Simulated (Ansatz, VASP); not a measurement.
**AlCu: VASP beside Ansatz**

INCAR

```
SYSTEM = AlCu
PREC = Accurate
ENCUT = 520
EDIFF = 1E-6
ISMEAR = 0
SIGMA = 0.15
LREAL = .FALSE.
LASPH = .TRUE.
NELM = 80
ALGO = Fast
ISIF = 2
LWAVE = .FALSE.
LCHARG = .FALSE.
GGA = PS
NBANDS = 14
```

Contents of KPOINTS:

```
Automatic mesh
0
G
  16 16 16
  0 0 0
```

File POSCAR:

```
AlCu
1.0
    2.9975090000      0.0000000000      0.0000000000
    0.0000000000      2.9975090000      0.0000000000
    0.0000000000      0.0000000000      2.9975090000
Al Cu
1 1
Direct
   -0.1251038779      0.0000000000      0.0000000000
    0.5000000000      0.5000000000      0.5000000000
```

Input for Ansatz:

```yaml
crystal:
  lattice:
    - [2.997509, 0.0, 0.0]
    - [0.0, 2.997509, 0.0]
    - [0.0, 0.0, 2.997509]
  atoms:
    - { symbol: Al, position: [-0.1251038779, 0.0, 0.0] }
    - { symbol: Cu, position: [0.5, 0.5, 0.5] }
basis:
  ecutwfc: 420
kpoints:
  mp_grid: { grid: [16, 16, 16] }
hamiltonian:
  xc: pbesol
scf:
  occupations: { method: gaussian, width: 0.15 }
output:
  forces: true
  stress: true
  eigenvalues: true
```

Change from the starting cell: all Al atoms moved +0.375 Å, as atom 1 towards its neighbour atom 1 (Al) at 2.998 Å.

Alike in both runs: task single point; functional PBEsol; k mesh 16 × 16 × 16; occupations gaussian, width 0.15 eV; no spin polarisation.

```csv
,VASP,Ansatz
version,VASP 6.6.1,Ansatz 0.2.0
potentials or method,"VASP PAW PBE potentials, release 64 (Al, Cu), cutoff 520 eV","scalar-relativistic, plane waves, PAW"
valence electrons in the cell,14,22
```

```csv
,VASP,Ansatz,Ansatz less VASP
gap on the k mesh at the Fermi level (eV),none,none,-
pressure (GPa),1.9,1.3,-0.57
"traceless stress, the component that is largest in VASP (GPa)",-3.25,-3.20,+0.045
rms of the force components (eV/Å),0.804,0.799,-0.0049
```

VASP's potentials were made for PBE, not for PBEsol. Atom by atom the forces differ by 0.005 eV/Å (rms over components). A gap of «none» marks a metal or a gap that the smearing closes. VASP's potentials hold 14 valence electrons a cell and Ansatz's 22, so a difference there can come from the potentials and not from the codes.
